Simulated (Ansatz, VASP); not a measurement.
## Ni: VASP beside Ansatz

```xyz
1
Lattice="-1.4009 1.4009 1.4009 1.4009 -1.4009 1.4009 1.4009 1.4009 -1.4009" Properties=species:S:1:pos:R:3 pbc="T T T"
Ni    0.0000    0.0000    0.0000
```

Alike in both runs: task single point; functional PBE; k mesh 18 × 18 × 18; collinear spin.

```csv
,VASP,Ansatz
version,VASP 6.6.1,Ansatz 0.2.0
potentials or method,"VASP PAW PBE potentials, release 64 (Ni), cutoff 520 eV","all-electron LAPW, scalar-relativistic"
occupations,"methfessel-paxton of order 1, width 0.15 eV","cold, width 0.15 eV"
```

```csv
,VASP,Ansatz,Ansatz less VASP
pressure (GPa),-0.2,-0.2,+0.01
net moment per atom (μB),0.57,0.59,+0.019
size of the moment on the site where the two differ most (μB),0.58,0.62,+0.035
```

Site moments also hang on the region over which each program counts them. Ansatz ran all-electron here, and VASP with PAW potentials. Ansatz's warnings: stability check not made.
